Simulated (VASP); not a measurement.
**Re: single point with PBEsol**

Crystal: Re.

```
Re
1.0
     2.79623    0.00000    0.00000
    -1.39811    2.42160    0.00000
     0.00000    0.00000    4.51749
Re
2
Direct
  0.33333 0.66667 0.21878
  0.66667 0.33333 0.78122
```

```
Program                : VASP 6.6.1
Task                   : single point
Functional             : PBEsol
Potentials or basis    : VASP PAW PBE potentials, release 64 (Re)
Cutoff                 : 520 eV
k mesh                 : 18 × 18 × 10
Occupations            : gaussian, width 0.15 eV
Spin                   : no spin polarisation
Dipole correction      : no
Further INCAR settings : ALGO = Normal; EDIFF = 1e-07; NBANDS = 14
```

```
Pressure               : -5.7 GPa
Largest force          : 2.564 eV/Å
Band gap on the k mesh : zero (band 7 reaches 8.84 eV, above the bottom of band 8 at 6.03 eV)
```

Forces in eV/Å, atoms in the order of the input:
```
Re   0.000  0.000  2.564
Re   0.000  0.000 -2.564
```

Stress tensor (GPa, compression positive):
```
-9.03  0.00  0.00
 0.00 -9.03  0.00
 0.00  0.00  0.86
```

Levels at points of the mesh, in eV from the Fermi level:
```tsv
k point	band 4	band 5	band 6	band 7	band 8	band 9	band 10	band 11
(0.00, 0.00, 0.00)	-1.70	-1.45	-1.24	-1.24	0.79	0.79	1.37	3.67
(0.50, 0.00, 0.00)	-1.97	-1.51	-1.06	-0.20	3.73	4.07	4.79	5.85
(0.00, 0.00, 0.50)	-1.87	-1.87	-1.74	-1.74	-0.57	2.11	2.11	3.41
(0.50, 0.00, 0.50)	-2.89	-0.79	0.99	1.16	1.75	3.59	3.87	4.39
```

Wall time 83 s on 1 thread of Intel(R) Xeon(R) Platinum 8488C (Sapphire Rapids) (shared host), peak memory 0.26 GiB.

Caveat: the PAW data sets were made with another functional, which shifts forces and pressure a little; spin-orbit coupling is left out, which moves the levels of the heavy elements.
